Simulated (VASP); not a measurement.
Sn:

```
Sn
1.0
     4.86630    0.00000    0.00000
    -2.43315    4.21434    0.00000
     0.00000    0.00000    6.84660
Sn
4
Direct
  0.00000 0.00000 0.25000
  0.00000 0.00000 0.75000
  0.33333 0.66667 0.75000
  0.66667 0.33333 0.25000
```

This isn't the form of Sn at room conditions, which is tetragonal (white tin).

- Program: VASP 6.6.1
- Task: relaxation of cell and atoms
- Functional: r2SCAN
- Potentials or basis: VASP PAW PBE potentials, release 64 (Sn_d)
- Cutoff: 550 eV
- k mesh: 6 × 6 × 4
- Occupations: gaussian, width 0.1 eV
- Spin: no spin polarisation

At the start: pressure 0.1 GPa; volume 35.10 Å³/atom.

**Question.** Where does the relaxation end?

**Answer.** Over 8 steps the energy falls by 79.9 meV/atom and the volume is 33.25 Å³/atom (-5.3 %); space group P6_3/mmc (No. 194, to 0.1 Å) before and after.

The path:
| step | energy change (eV) | largest force (eV/Å) | pressure (GPa) | volume (Å³) |
| --- | --- | --- | --- | --- |
| 1 | 0.0000 | 0.0000 | 0.12 | 140.41 |
| 2 | -0.1590 | 0.0000 | -0.93 | 140.77 |
| 3 | -0.2066 | 0.0000 | -1.97 | 140.00 |
| 4 | -0.2705 | 0.0000 | -1.97 | 140.70 |
| 5 | -0.2999 | 0.0000 | 0.78 | 129.98 |
| 6 | -0.3144 | 0.0000 | -0.35 | 133.70 |
| 7 | -0.3144 | 0.0000 | -0.31 | 133.57 |
| 8 | -0.3197 | 0.0000 | -0.07 | 133.01 |

Final structure:
```
Sn
1.0
     5.04567    0.00000    0.00000
    -2.52283    4.36968    0.00000
     0.00000    0.00000    6.03262
Sn
4
Direct
  0.00000 0.00000 0.25000
  0.00000 0.00000 0.75000
  0.33333 0.66667 0.75000
  0.66667 0.33333 0.25000
```

Caveat: the PAW data sets were made with another functional, which shifts forces and pressure a little.
